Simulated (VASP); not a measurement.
# ZrB2 (P6/mmm) in VASP: further runs

Runs on ZrB2. Level: PBEsol. Tasks: relaxation of cell and atoms, relaxation of shape and atoms at fixed volume.

Everything below comes from runs of VASP 6.6.1. Logs are shortened: lines on timing, memory, paths and dates and some standing lists are left out, and cuts for length are marked.

### Step 1. The cell of the first run

Symmetry: P6/mmm, No. 191, hexagonal system. Conventional cell: a = 3.170 Å, b = 3.170 Å, c = 3.533 Å, α = 90.00°, β = 90.00°, γ = 120.00°. Within 3.6 Å of Zr (site symmetry 6/mmm) lie 12 B at 2.54 Å and 8 Zr at 3.17 to 3.53 Å. Within 2.4 Å of B (site symmetry -6m2) lie 3 B at 1.83 Å.

### Step 2. Relaxation of cell and atoms, PBEsol

INCAR reads:

```
SYSTEM = ZrB2
ALGO = Normal
EDIFF = 1E-6
EDIFFG = -0.005
ENCUT = 600
GGA = PS
IBRION = 2
ISIF = 3
ISMEAR = 0
LASPH = .True.
LCHARG = .False.
LREAL = .False.
LWAVE = .False.
NELM = 60
NSW = 100
PREC = Accurate
SIGMA = 0.1
```

KPOINTS reads:

```
k-points
0
Gamma
  18 18 12
  0 0 0
```

POSCAR reads:

```
ZrB2
1.0
    3.1700000000      0.0000000000      0.0000000000
   -1.5850000000      2.7453005300      0.0000000000
    0.0000000000      0.0000000000      3.5330000000
Zr B
1 2
Direct
    0.0000000000      0.0000000000      0.0000000000
    0.3333333333      0.6666666667      0.5000000000
    0.6666666667      0.3333333333      0.5000000000
```

Potentials or basis: VASP PAW PBE potentials, release 64 (Zr_sv, B).

Command:

```
> cat potpaw_PBE.64/Zr_sv/POTCAR potpaw_PBE.64/B/POTCAR > POTCAR
> mpirun -np 1 vasp_std > vasp.out
```

OUTCAR:

```text
SYSTEM = ZrB2
   EDIFF = 1E-6
   EDIFFG = -0.005
   ENCUT = 600
   GGA = PS
   IBRION = 2
   ISIF = 3
   ISMEAR = 0
   LASPH = .True.
   LREAL = .False.
   NELM = 60
   NSW = 100
   PREC = Accurate

 ion  position               nearest neighbor table
   1  0.000  0.000  0.000-   2 2.54   3 2.54   2 2.54   3 2.54   3 2.54   3 2.54   2 2.54   2 2.54
                             3 2.54   3 2.54   2 2.54   2 2.54
   2  0.333  0.667  0.500-   3 1.83   3 1.83   3 1.83   1 2.54   1 2.54   1 2.54   1 2.54   1 2.54
                             1 2.54
   3  0.667  0.333  0.500-   2 1.83   2 1.83   2 1.83   1 2.54   1 2.54   1 2.54   1 2.54   1 2.54
                             1 2.54

  LATTYP: Found a hexagonal cell.
 ALAT       =     3.1700000000
 C/A-ratio  =     1.1145110410

  Lattice vectors:

 A1 = (   3.1700000000,   0.0000000000,   0.0000000000)
 A2 = (  -1.5850000000,   2.7453005300,   0.0000000000)
 A3 = (   0.0000000000,   0.0000000000,   3.5330000000)

Analysis of symmetry for initial positions (statically):
=====================================================================
 Subroutine PRICEL returns:
 Original cell was already a primitive cell.

 Routine SETGRP: Setting up the symmetry group for a
 hexagonal supercell.

 Subroutine GETGRP returns: Found 24 space group operations
 (whereof 24 operations were pure point group operations)
 out of a pool of 24 trial point group operations.

The static configuration has the point symmetry D_6h.

Analysis of symmetry for dynamics (positions and initial velocities):
=====================================================================
 Subroutine PRICEL returns:
 Original cell was already a primitive cell.

 Routine SETGRP: Setting up the symmetry group for a
 hexagonal supercell.

 Subroutine GETGRP returns: Found 24 space group operations
 (whereof 24 operations were pure point group operations)
 out of a pool of 24 trial point group operations.

The dynamic configuration has the point symmetry D_6h.

 Subroutine INISYM returns: Found 24 space group operations
 (whereof 24 operations are pure point group operations),
 and found     1 'primitive' translations

----------------------------------------------------------------------------------------

                                     Primitive cell

  volume of cell :      30.7463

  direct lattice vectors                    reciprocal lattice vectors
     3.170000000  0.000000000  0.000000000     0.315457413  0.182129422  0.000000000
    -1.585000000  2.745300530  0.000000000     0.000000000  0.364258845  0.000000000
     0.000000000  0.000000000  3.533000000     0.000000000  0.000000000  0.283045570

  length of vectors
     3.170000000  3.170000000  3.533000000     0.364258845  0.364258845  0.283045570

  position of ions in fractional coordinates (direct lattice)
     0.000000000  0.000000000  0.000000000
     0.333333333  0.666666667  0.500000000
     0.666666667  0.333333333  0.500000000

  ion indices of the primitive-cell ions
   primitive index   ion index
                 1           1
                 2           2
                 3           3

----------------------------------------------------------------------------------------

 KPOINTS: k-points

Automatic generation of k-mesh.
 Grid dimensions read from file:
 generate k-points for:   18   18   12

 Generating k-lattice:

  Cartesian coordinates                     Fractional coordinates (reciprocal lattice)
     0.017525412  0.010118301  0.000000000     0.055555556  0.000000000  0.000000000
     0.000000000  0.020236602  0.000000000     0.000000000  0.055555556  0.000000000
     0.000000000  0.000000000  0.023587131     0.000000000  0.000000000  0.083333333

  Length of vectors
     0.020236602  0.020236602  0.023587131

  Shift w.r.t. Gamma in fractional coordinates (k-lattice)
     0.000000000  0.000000000  0.000000000

 Subroutine IBZKPT returns following result:
 ===========================================

 Found    259 irreducible k-points:

 Following reciprocal coordinates:
            Coordinates               Weight
  0.000000  0.000000  0.000000      1.000000
  0.055556  0.000000  0.000000      6.000000
  0.111111  0.000000  0.000000      6.000000
  0.166667  0.000000  0.000000      6.000000
  0.222222  0.000000  0.000000      6.000000
  0.277778  0.000000  0.000000      6.000000
[... 16 lines left out ...]
  0.333333  0.111111  0.000000     12.000000
  0.388889  0.111111  0.000000     12.000000
 [... further k-points ...]
   k-points           NKPTS =    259   k-points in BZ     NKDIM =    259   number of bands    NBANDS=     13
   number of dos      NEDOS =    301   number of ions     NIONS =      3
   total plane-waves  NPLWV =  21952
   dimension x,y,z NGX =    28 NGY =   28 NGZ =   28
   dimension x,y,z NGXF=    56 NGYF=   56 NGZF=   56
   ions per type =               1   2
   NGX,Y,Z   is equivalent  to a cutoff of  14.68, 14.68, 13.18 a.u.
   NGXF,Y,Z  is equivalent  to a cutoff of  29.37, 29.37, 26.35 a.u.
 SYSTEM =  ZrB2
   PREC   = accura    normal or accurate (medium, high low for compatibility)
   ISTART =      0    job   : 0-new  1-cont  2-samecut
   ICHARG =      2    charge: 1-file 2-atom 10-const
   ISPIN  =      1    spin polarized calculation?
   LNONCOLLINEAR =      F non collinear calculations
   LSORBIT =      F    spin-orbit coupling
   LASPH  =      T    aspherical Exc in radial PAW
   ENCUT  =  600.0 eV  44.10 Ry    6.64 a.u.   6.33  6.33  7.06*2*pi/ulx,y,z
   NELM   =     60;   NELMIN=  2; NELMDL= -5     # of ELM steps
   EDIFF  = 0.1E-05   stopping-criterion for ELM
   LREAL  =      F    real-space projection
   EDIFFG = -.5E-02   stopping-criterion for IOM
   NSW    =    100    number of steps for IOM
   IBRION =      2    ionic relax: 0-MD 1-quasi-New 2-CG
   NFREE  =      1    steps in history (QN), initial steepest desc. (CG)
   ISIF   =      3    stress and relaxation
   ISYM   =      2    0-nonsym 1-usesym 2-fastsym
   POTIM  = 0.5000    time-step for ionic-motion
   TEBEG  =    0.0;   TEEND  =   0.0 temperature during run
   PSTRESS=    0.0 pullay stress
   NELECT =      18.0000    total number of electrons
   NUPDOWN=      -1.0000    fix difference up-down
   EMIN   =  10.00;   EMAX   =-10.00  energy-range for DOS
   EFERMI =   0.00;   METHOD = LEGACY
   ISMEAR =     0;   SIGMA  =   0.10  broadening in eV -4-tet -1-fermi 0-gaus
   EFERMI_NEDOS =   21; number of points for ismear=-14 and -15
   IALGO  =     38    algorithm
   IMIX   =      4    mixing-type and parameters
     AMIX     =   0.40;   BMIX     =  1.00
     AMIX_MAG =   1.60;   BMIX_MAG =  1.00
  volume/ion in A,a.u.               =      10.25        69.16
  Fermi-wavevector in a.u.,A,eV,Ry     =   1.369519  2.588016 25.518847  1.875582
  Thomas-Fermi vector in A             =   2.495387
   LORBIT       =      0    0 simple, 1 ext, 2 COOP (PROOUT), +10 PAW based schemes
   GGA     = PS    functional components
   LHFCALC =     F    Hartree Fock is set to
   AEXX    =    0.0000 exact exchange contribution
   IVDW    =     0    specifies the selected vdW correction
   LEPSILON=     F    determine dielectric tensor
   LRPA    =     F    only Hartree local field effects (RPA)
 conjugate gradient relaxation of ions
 non-spin polarized calculation
 Gauss-broadening in eV      SIGMA  =   0.10
  energy-cutoff  :      600.00
  volume of cell :       30.75
 maximum number of plane-waves:      1052
 NGX is ok and might be reduce to    28
   NGX = 13   NGY = 13   NGZ = 15

--------------------------------------- Ionic step        1  -------------------------------------------

 number of electron      18.0000000 magnetization

 Free energy of the ion-electron system (eV)
  ---------------------------------------------------
  ext. energy  EPLUGINS =         0.00000000
  ---------------------------------------------------
  free energy    TOTEN  =       -26.39958223 eV

  energy without entropy =      -26.39849476  energy(sigma->0) =      -26.39903849

------------------------ aborting loop because EDIFF is reached ----------------------------------------

  FORCE on cell =-STRESS in cart. coord.  units (eV):
  Direction    XX          YY          ZZ          XY          YZ          ZX
  --------------------------------------------------------------------------------------
  -------------------------------------------------------------------------------------
  Total       -0.6872795     -0.6872795     -0.7975099      0.0000000      0.0000000      0.0000000
  in kB      -35.8138616    -35.8138616    -41.5579243      0.0000000      0.0000000      0.0000000
  external PRESSURE =     -37.7285492 kB  Pullay stress =       0.0000000 kB
[... 96 lines left out ...]
  energy  without entropy=      -26.4043040912  energy(sigma->0) =      -26.40483604

--------------------------------------- Ionic step        4  -------------------------------------------

 number of electron      18.0000000 magnetization

 Free energy of the ion-electron system (eV)
  ---------------------------------------------------
  ext. energy  EPLUGINS =         0.00000000
  ---------------------------------------------------
  free energy    TOTEN  =       -26.40543997 eV

  energy without entropy =      -26.40437769  energy(sigma->0) =      -26.40490883

 E-fermi :  10.6458     XC(G=0): -12.6118

 val. band max:       10.6422999912   @ k =   0.2222   0.2222   0.0833
 cond. band min:      10.6882919601   @ k =   0.3889   0.2222   0.0000
 fundamental gap:      0.0459919689
 Fermi energy:        10.6457882005

 k-point     1 :       0.0000    0.0000    0.0000
  band No.  band energies     occupation
      1     -37.8466      2.00000
      2     -16.0821      2.00000
      3     -15.4978      2.00000
      4     -15.4978      2.00000
      5      -2.1659      2.00000
      6       7.9304      2.00000
      7       7.9304      2.00000
      8       7.9526      2.00000
      9       8.3078      2.00000
     10      14.0667      0.00000
     11      14.0667      0.00000
     12      14.8992      0.00000
     13      14.8992      0.00000
[... 353 lines left out ...]
 k-point    24 :       0.3889    0.1111    0.0000
  band No.  band energies     occupation
      1     -37.7214      2.00000
      2     -16.4323      2.00000
      3     -15.8956      2.00000
      4     -15.7942      2.00000
      5       1.2576      2.00000
      6       2.7764      2.00000
      7       6.2926      2.00000
      8       6.8481      2.00000
      9       9.1514      2.00000
     10      11.0114      0.00000
     11      13.9915      0.00000
     12      15.2326      0.00000
     13      15.7717      0.00000

 [... further k-points ...]

------------------------ aborting loop because EDIFF is reached ----------------------------------------

  FORCE on cell =-STRESS in cart. coord.  units (eV):
  Direction    XX          YY          ZZ          XY          YZ          ZX
  --------------------------------------------------------------------------------------
  -------------------------------------------------------------------------------------
  Total        0.0012073      0.0012073     -0.0075002      0.0000000      0.0000000      0.0000000
  in kB        0.0639056      0.0639056     -0.3970146      0.0000000      0.0000000      0.0000000
  external PRESSURE =      -0.0897344 kB  Pullay stress =       0.0000000 kB
[... 18 lines left out ...]
  FREE ENERGIE OF THE ION-ELECTRON SYSTEM (eV)
  ---------------------------------------------------
  free  energy   TOTEN  =       -26.4054399745 eV

  energy  without entropy=      -26.4043776857  energy(sigma->0) =      -26.40490883

 reached required accuracy - stopping structural energy minimisation
```

It took 8.9 min on 1 thread of Intel Xeon 8259CL, shared host; peak memory 0.28 GiB.

What came out:

| Quantity | Value |
| --- | --- |
| Free energy | -26.4054 eV |
| Relaxed volume | 10.09 Å³/atom |
| Relaxed cell | a = 3.156 Å, b = 3.156 Å, c = 3.509 Å, α = 90.00°, β = 90.00°, γ = 120.00° |
| Space group after relaxing (to 0.1 Å) | P6/mmm (No. 191) |
| Energy gained by relaxing | 2.0 meV/atom |
| Ionic steps | 4 |
| Pressure after relaxing | 0.0 GPa |
| Band gap on the k mesh | zero (bands 9 and 10 overlap by 1.25 eV) |

The path:
```csv
step,energy change (eV),largest force (eV/Å),pressure (GPa),volume (Å³)
1,0.0000,0.0000,-3.77,30.75
2,0.0032,0.0000,5.06,29.68
3,-0.0058,0.0000,0.02,30.27
4,-0.0059,0.0000,-0.01,30.27
```

Final structure:
```
CELL_PARAMETERS angstrom
3.15610 0.00000 0.00000
-1.57805 2.73327 0.00000
0.00000 0.00000 3.50867
ATOMIC_POSITIONS crystal
Zr 0.00000 0.00000 0.00000
B 0.33333 0.66667 0.50000
B 0.66667 0.33333 0.50000
```

Caveat: the PAW data sets were made with another functional, which shifts forces and pressure a little.

### Step 3. Relaxation of shape and atoms at fixed volume, PBEsol (10.38 Å³/atom)

This run uses another cell than the first one, of 10.38 Å³/atom.

INCAR reads:

```
  PREC = Accurate
  ENCUT = 600
  EDIFF = 1E-6
  ISMEAR = 0
  SIGMA = 0.1
  LREAL = False
  LASPH = True
  NELM = 60
  ALGO = Normal
  ISIF = 4
  LWAVE = False
  LCHARG = False
  GGA = PS
  IBRION = 2
  NSW = 50
  EDIFFG = -0.01
```

KPOINTS reads:

```
regular mesh
0
Gamma
  18 18 12
```

POSCAR reads:

```
ZrB2
1.0
    3.1861765192      0.0000000000      0.0000000000
   -1.5930882596      2.7593098066      0.0000000000
    0.0000000000      0.0000000000      3.5414913068
Zr B
1 2
Direct
    0.0000000000      0.0000000000      0.0000000000
    0.3333333333      0.6666666667      0.5000000000
    0.6666666667      0.3333333333      0.5000000000
```

Potentials or basis: VASP PAW PBE potentials, release 64 (Zr_sv, B).

Command:

```
> cat potpaw_PBE.64/Zr_sv/POTCAR potpaw_PBE.64/B/POTCAR > POTCAR
> mpirun -np 1 vasp_std > vasp.out
```

Wall time 4.6 min (1 thread of Intel Xeon 8259CL, shared host); peak memory 0.27 GiB.

Results (log left out):

```yaml
Free_energy: -26.3871 eV
Energy_gained_by_relaxing: 0.0 meV/atom
Ionic_steps: 2
Pressure_after_relaxing: -6.7 GPa
Band_gap_on_the_k_mesh: zero (bands 9 and 10 overlap by 1.23 eV)
```

Final structure:
```cif
data_structure
_symmetry_space_group_name_H-M 'P 1'
_symmetry_Int_Tables_number 1
_cell_length_a 3.1842
_cell_length_b 3.1842
_cell_length_c 3.5458
_cell_angle_alpha 90.000
_cell_angle_beta 90.000
_cell_angle_gamma 120.000
_cell_volume 31.14
loop_
_atom_site_label
_atom_site_type_symbol
_atom_site_fract_x
_atom_site_fract_y
_atom_site_fract_z
_atom_site_occupancy
Zr1 Zr 0.00000 0.00000 0.00000 1
B1 B 0.33333 0.66667 0.50000 1
B2 B 0.66667 0.33333 0.50000 1
```

Levels at points of the mesh, in eV from the Fermi level:
```tsv
k point	band 6	band 7	band 8	band 9	band 10	band 11	band 12	band 13
(0.00, 0.00, 0.00)	-2.65	-2.65	-2.63	-2.37	3.29	3.29	4.10	4.10
(0.50, 0.00, 0.00)	-8.49	-3.90	-3.07	-2.72	2.19	2.21	4.82	4.89
(0.00, 0.00, 0.50)	-6.98	-0.98	-0.98	0.25	0.25	0.71	0.71	1.76
(0.50, 0.00, 0.50)	-6.99	-4.61	-4.15	-2.06	3.63	3.97	5.19	6.12
```

Caveat: the PAW data sets were made with another functional, which shifts forces and pressure a little.
